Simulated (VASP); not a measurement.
# KF in VASP: single point with PBE

Aim: the single point of KF with PBE.

All numbers are computed with VASP 6.6.1; they aren't measurements. Logs are shortened: lines on timing, memory, paths and dates and some standing lists are left out, and cuts for length are marked.

**1. The cell of the first run**

The typed cell holds 6 atoms: a = 6.609 Å, b = 6.625 Å, c = 3.826 Å, α = 106.54°, β = 124.99°, γ = 60.22°.

The cell was generated, and may not be a known phase.

**2. Single point, PBE**

INCAR reads:

```
SYSTEM = KF
PREC     = Accurate       ! precision mode
ENCUT    = 520            ! plane-wave cutoff, eV
EDIFF    = 1E-6           ! SCF threshold, eV
ISMEAR   = 0              ! smearing method
SIGMA    = 0.1            ! smearing width, eV
LREAL    = .False.        ! projectors in reciprocal space
LASPH    = .True.         ! aspherical terms in the spheres
NELM     = 80             ! most SCF steps
ALGO     = Normal         ! electronic algorithm
ISIF     = 2              ! what is computed and relaxed
LWAVE    = .False.        ! write WAVECAR
LCHARG   = .True.         ! write CHGCAR
GGA      = PE             ! functional
LELF     = .True.         ! ELF
LVHAR    = .True.       
NBANDS   = 33             ! bands
```

KPOINTS reads:

```
Automatic mesh
0
Gamma
  4 4 4
  0 0 0
```

POSCAR reads:

```
KF
1.0
    6.5926143809      0.2123963111     -0.4139716441
    3.0319442664      5.7465188008     -1.2946493326
   -2.0147972320      0.5302428093      3.2088850997
K F
3 3
Direct
    0.6381391771      0.4073973521      0.8859899542
    0.9714537482      0.7408131549      0.8860107765
    0.3048282847      0.0740886787     -0.1139897530
    0.8048108508      0.0741154563      0.3860126241
    0.1381093643      0.4074644495      0.3859807785
    0.4714979312      0.7407270578      0.3859988855
```

Potentials or basis: VASP PAW PBE potentials, release 64 (K_sv, F).

Launch:

```console
> cat potpaw_PBE.64/K_sv/POTCAR potpaw_PBE.64/F/POTCAR > POTCAR
> mpirun -np 1 vasp_std > vasp.out
```

OUTCAR:

```text
SYSTEM = KF
   PREC = Accurate
   ENCUT = 520
   EDIFF = 1E-6
   ISMEAR = 0
   LREAL = .False.
   LASPH = .True.
   NELM = 80
   ISIF = 2
   GGA = PE

 ion  position               nearest neighbor table
   1  0.638  0.407  0.886-   4 2.71   6 2.71   5 2.71   5 2.71   4 2.71   6 2.71
   2  0.971  0.741  0.886-   4 2.71   5 2.71   6 2.71   6 2.71   4 2.71   5 2.71
   3  0.305  0.074  0.886-   6 2.71   5 2.71   4 2.71   4 2.71   6 2.71   5 2.71
   4  0.805  0.074  0.386-   1 2.71   2 2.71   3 2.71   3 2.71   1 2.71   2 2.71
   5  0.138  0.407  0.386-   2 2.71   3 2.71   1 2.71   1 2.71   2 2.71   3 2.71
   6  0.471  0.741  0.386-   1 2.71   3 2.71   2 2.71   2 2.71   1 2.71   3 2.71

  LATTYP: Found a triclinic cell.
 ALAT       =     3.8258997512
 B/A-ratio  =     2.4423476957
 C/A-ratio  =     3.0107034422
 COS(alpha) =     0.0001299428
 COS(beta)  =     0.5021992011
 COS(gamma) =     0.8149971671

  Lattice vectors:

 A1 = (  -2.0147972320,   0.5302428093,   3.2088850997)
 A2 = (  -8.6074116129,   0.3178464982,   3.6228567438)
 A3 = (   4.1088927994,  -3.7309977507,  10.0933613435)

Analysis of symmetry for initial positions (statically):
=====================================================================
 Subroutine PRICEL returns:
 Original cell was already a primitive cell.

 Routine SETGRP: Setting up the symmetry group for a
 triclinic supercell.

 Subroutine GETGRP returns: Found  1 space group operations
 (whereof  1 operations were pure point group operations)
 out of a pool of  2 trial point group operations.

The static configuration has the point symmetry C_1 .

Analysis of symmetry for dynamics (positions and initial velocities):
=====================================================================
 Subroutine PRICEL returns:
 Original cell was already a primitive cell.

 Routine SETGRP: Setting up the symmetry group for a
 triclinic supercell.

 Subroutine GETGRP returns: Found  1 space group operations
 (whereof  1 operations were pure point group operations)
 out of a pool of  2 trial point group operations.

The dynamic configuration has the point symmetry C_1 .

 Subroutine INISYM returns: Found  1 space group operations
 (whereof  1 operations are pure point group operations),
 and found     1 'primitive' translations

----------------------------------------------------------------------------------------

                                     Primitive cell

  volume of cell :     119.1220

  direct lattice vectors                    reciprocal lattice vectors
     6.592614381  0.212396311 -0.413971644     0.160561379 -0.059776559  0.110691004
     3.031944266  5.746518801 -1.294649333    -0.007564183  0.170588711 -0.032937836
    -2.014797232  0.530242809  3.208885100     0.017661864  0.061113675  0.312625712

  length of vectors
     6.609012717  6.625049529  3.825899751     0.203974733  0.173904072  0.319032378

  position of ions in fractional coordinates (direct lattice)
     0.638139177  0.407397352  0.885989954
     0.971453748  0.740813155  0.886010777
     0.304828285  0.074088679  0.886010247
     0.804810851  0.074115456  0.386012624
     0.138109364  0.407464449  0.385980778
     0.471497931  0.740727058  0.385998886

  ion indices of the primitive-cell ions
   primitive index   ion index
                 1           1
                 2           2
                 3           3
                 4           4
                 5           5
                 6           6

----------------------------------------------------------------------------------------

 KPOINTS: Automatic mesh

Automatic generation of k-mesh.
 Grid dimensions read from file:
 generate k-points for:    4    4    4

 Generating k-lattice:

  Cartesian coordinates                     Fractional coordinates (reciprocal lattice)
     0.040140345 -0.014944140  0.027672751     0.250000000  0.000000000  0.000000000
    -0.001891046  0.042647178 -0.008234459    -0.000000000  0.250000000  0.000000000
     0.004415466  0.015278419  0.078156428     0.000000000  0.000000000  0.250000000

  Length of vectors
     0.050993683  0.043476018  0.079758095

  Shift w.r.t. Gamma in fractional coordinates (k-lattice)
     0.000000000  0.000000000  0.000000000

 Subroutine IBZKPT returns following result:
 ===========================================

 Found     36 irreducible k-points:

 Following reciprocal coordinates:
            Coordinates               Weight
  0.000000  0.000000  0.000000      1.000000
  0.250000 -0.000000 -0.000000      2.000000
  0.500000 -0.000000 -0.000000      1.000000
 -0.000000  0.250000  0.000000      2.000000
  0.250000  0.250000 -0.000000      2.000000
  0.500000  0.250000  0.000000      2.000000
[... 16 lines left out ...]
  0.000000 -0.250000  0.250000      2.000000
  0.250000 -0.250000  0.250000      2.000000
 [... further k-points ...]
   k-points           NKPTS =     36   k-points in BZ     NKDIM =     36   number of bands    NBANDS=     33
   number of dos      NEDOS =    301   number of ions     NIONS =      6
   total plane-waves  NPLWV =  70000
   dimension x,y,z NGX =    50 NGY =   50 NGZ =   28
   dimension x,y,z NGXF=   100 NGYF=  100 NGZF=   56
   ions per type =               3   3
   NGX,Y,Z   is equivalent  to a cutoff of  12.58, 12.55, 12.17 a.u.
   NGXF,Y,Z  is equivalent  to a cutoff of  25.15, 25.09, 24.33 a.u.
 SYSTEM =  KF
   PREC   = accura    normal or accurate (medium, high low for compatibility)
   ISTART =      0    job   : 0-new  1-cont  2-samecut
   ICHARG =      2    charge: 1-file 2-atom 10-const
   ISPIN  =      1    spin polarized calculation?
   LNONCOLLINEAR =      F non collinear calculations
   LSORBIT =      F    spin-orbit coupling
   LASPH  =      T    aspherical Exc in radial PAW
   ENCUT  =  520.0 eV  38.22 Ry    6.18 a.u.  12.29 12.32  7.11*2*pi/ulx,y,z
   NELM   =     80;   NELMIN=  2; NELMDL= -5     # of ELM steps
   EDIFF  = 0.1E-05   stopping-criterion for ELM
   LREAL  =      F    real-space projection
   EDIFFG = 0.1E-04   stopping-criterion for IOM
   NSW    =      0    number of steps for IOM
   IBRION =     -1    ionic relax: 0-MD 1-quasi-New 2-CG
   NFREE  =      0    steps in history (QN), initial steepest desc. (CG)
   ISIF   =      2    stress and relaxation
   ISYM   =      2    0-nonsym 1-usesym 2-fastsym
   POTIM  = 0.5000    time-step for ionic-motion
   TEBEG  =    0.0;   TEEND  =   0.0 temperature during run
   PSTRESS=    0.0 pullay stress
   NELECT =      48.0000    total number of electrons
   NUPDOWN=      -1.0000    fix difference up-down
   EMIN   =  10.00;   EMAX   =-10.00  energy-range for DOS
   EFERMI =   0.00;   METHOD = LEGACY
   ISMEAR =     0;   SIGMA  =   0.10  broadening in eV -4-tet -1-fermi 0-gaus
   EFERMI_NEDOS =   21; number of points for ismear=-14 and -15
   IALGO  =     38    algorithm
   IMIX   =      4    mixing-type and parameters
     AMIX     =   0.40;   BMIX     =  1.00
     AMIX_MAG =   1.60;   BMIX_MAG =  1.00
  volume/ion in A,a.u.               =      19.85       133.98
  Fermi-wavevector in a.u.,A,eV,Ry     =   1.209181  2.285020 19.893324  1.462118
  Thomas-Fermi vector in A             =   2.344766
   LORBIT       =      0    0 simple, 1 ext, 2 COOP (PROOUT), +10 PAW based schemes
   GGA     = PE    functional components
   LHFCALC =     F    Hartree Fock is set to
   AEXX    =    0.0000 exact exchange contribution
   IVDW    =     0    specifies the selected vdW correction
   LEPSILON=     F    determine dielectric tensor
   LRPA    =     F    only Hartree local field effects (RPA)
 non-spin polarized calculation
 Gauss-broadening in eV      SIGMA  =   0.10
  energy-cutoff  :      520.00
  volume of cell :      119.12
 maximum number of plane-waves:      3228
 NGX is ok and might be reduce to    50
   NGX = 25   NGY = 25   NGZ = 15

 number of electron      48.0000007 magnetization

 Free energy of the ion-electron system (eV)
  ---------------------------------------------------
  ext. energy  EPLUGINS =         0.00000000
  ---------------------------------------------------
  free energy    TOTEN  =       -24.89734910 eV

  energy without entropy =      -24.89734910  energy(sigma->0) =      -24.89734910

 E-fermi :  -2.4773     XC(G=0):  -8.2237

 val. band max:       -2.9033354790   @ k =   0.0000   0.0000   0.0000
 cond. band min:       3.0527827426   @ k =   0.0000   0.0000   0.0000
 fundamental gap:      5.9561182216
 Fermi energy:        -2.4772715546

 k-point     1 :       0.0000    0.0000    0.0000
  band No.  band energies     occupation
      1     -29.1591      2.00000
      2     -29.0665      2.00000
      3     -29.0658      2.00000
      4     -21.5820      2.00000
      5     -21.5814      2.00000
      6     -21.5429      2.00000
[... 25 lines left out ...]
     32       7.6978      0.00000
     33       8.2462      0.00000

 k-point     2 :       0.2500   -0.0000   -0.0000
  band No.  band energies     occupation
      1     -29.1412      2.00000
      2     -29.0750      2.00000
      3     -29.0722      2.00000
      4     -21.5989      2.00000
      5     -21.5816      2.00000
      6     -21.5571      2.00000
[... 25 lines left out ...]
     32       8.0912      0.00000
     33       8.5485      0.00000

 k-point     3 :       0.5000   -0.0000   -0.0000
  band No.  band energies     occupation
      1     -29.1028      2.00000
      2     -29.1021      2.00000
      3     -29.0807      2.00000
      4     -21.6114      2.00000
      5     -21.5791      2.00000
      6     -21.5785      2.00000
[... 25 lines left out ...]
     32       8.8026      0.00000
     33       8.9856      0.00000

 k-point     4 :      -0.0000    0.2500    0.0000
  band No.  band energies     occupation
      1     -29.1458      2.00000
      2     -29.0833      2.00000
      3     -29.0625      2.00000
      4     -21.5907      2.00000
      5     -21.5614      2.00000
      6     -21.5539      2.00000
[... 673 lines left out ...]
     32       8.9121      0.00000
     33       9.0418      0.00000

 k-point    23 :       0.0000   -0.2500    0.2500
  band No.  band energies     occupation
      1     -29.1114      2.00000
      2     -29.0722      2.00000
      3     -29.0687      2.00000
      4     -21.5814      2.00000
      5     -21.5805      2.00000
      6     -21.5783      2.00000
[... 25 lines left out ...]
     32       8.5506      0.00000
     33       8.5873      0.00000

 k-point    24 :       0.2500   -0.2500    0.2500
  band No.  band energies     occupation
      1     -29.0928      2.00000
      2     -29.0837      2.00000
      3     -29.0727      2.00000
      4     -21.5918      2.00000
      5     -21.5911      2.00000
      6     -21.5888      2.00000
[... 25 lines left out ...]
     32       8.5537      0.00000
     33       8.7448      0.00000

 [... further k-points ...]
[... 5 lines left out ...]
  --------------------------------------------------------------------------------------
  -------------------------------------------------------------------------------------
  Total        0.1356799      0.0451259      0.0303758      0.0280103     -0.0175017     -0.0397279
  in kB        1.8248791      0.6069378      0.4085516      0.3767346     -0.2353957     -0.5343362
  external PRESSURE =       0.9467895 kB  Pullay stress =       0.0000000 kB

 VOLUME and BASIS-vectors are now :
 -----------------------------------------------------------------------------
  energy-cutoff  :      520.00
  volume of cell :      119.12
      direct lattice vectors                 reciprocal lattice vectors
     6.592614381  0.212396311 -0.413971644     0.160561379 -0.059776559  0.110691004
     3.031944266  5.746518801 -1.294649333    -0.007564183  0.170588711 -0.032937836
    -2.014797232  0.530242809  3.208885100     0.017661864  0.061113675  0.312625712

 POSITION                                       TOTAL-FORCE (eV/Angst)
 -----------------------------------------------------------------------------------
      3.65712      2.94644      2.05143         0.000278      0.000782      0.000046
      6.86539      4.93323      1.48186         0.000040     -0.000922      0.000260
      0.44912      0.96030      2.62100        -0.000184      0.000198     -0.000009
      4.75278      0.80153      0.80955        -0.000090     -0.000490     -0.000051
      1.36824      2.57550      0.65387        -0.000060     -0.000168     -0.000084
      4.57654      4.56142      0.08446         0.000016      0.000599     -0.000163
 -----------------------------------------------------------------------------------
    total drift:                               -0.000210     -0.000065     -0.001017

  FREE ENERGIE OF THE ION-ELECTRON SYSTEM (eV)
  ---------------------------------------------------
  free  energy   TOTEN  =       -24.8973491016 eV

  energy  without entropy=      -24.8973491016  energy(sigma->0) =      -24.89734910
```

Wall time 2.6 min (1 thread of Intel Xeon Platinum 8488C (Sapphire Rapids), shared host); peak memory 0.3 GiB.

What came out:

| Item | Value |
| --- | --- |
| Free energy | -24.8973 eV |
| Pressure | 0.1 GPa |
| Band gap on the k mesh | 5.96 eV |

Levels at points of the mesh, in eV from the valence-band top:
| k point | band 20 | band 21 | band 22 | band 23 | band 24 | band 25 | band 26 | band 27 | band 28 | band 29 |
| --- | --- | --- | --- | --- | --- | --- | --- | --- | --- | --- |
| (0.00, 0.00, 0.00) | -0.19 | -0.19 | -0.01 | -0.01 | 0.00 | 5.96 | 9.14 | 9.14 | 10.15 | 10.15 |
| (0.50, 0.00, 0.00) | -0.31 | -0.16 | -0.16 | -0.12 | -0.12 | 8.07 | 8.07 | 8.90 | 9.34 | 9.34 |
| (0.00, 0.50, 0.00) | -0.22 | -0.07 | -0.07 | -0.07 | -0.07 | 7.62 | 7.62 | 8.16 | 9.77 | 9.77 |
| (0.50, 0.50, 0.00) | -0.31 | -0.17 | -0.16 | -0.12 | -0.12 | 8.07 | 8.07 | 8.89 | 9.34 | 9.34 |
| (0.00, 0.00, 0.50) | -0.31 | -0.23 | -0.23 | -0.22 | -0.22 | 8.89 | 9.41 | 9.41 | 9.74 | 9.74 |
| (0.50, 0.00, 0.50) | -0.23 | -0.12 | -0.12 | -0.07 | -0.07 | 8.16 | 9.14 | 9.14 | 9.18 | 9.18 |
| (0.00, 0.50, 0.50) | -0.32 | -0.23 | -0.23 | -0.21 | -0.21 | 8.91 | 9.40 | 9.40 | 9.73 | 9.73 |
| (0.50, 0.50, 0.50) | -0.24 | -0.12 | -0.12 | -0.07 | -0.06 | 8.16 | 9.14 | 9.14 | 9.17 | 9.17 |

Caveat: the k points lie up to 0.43 Å⁻¹ apart. A k mesh can miss the band edges.
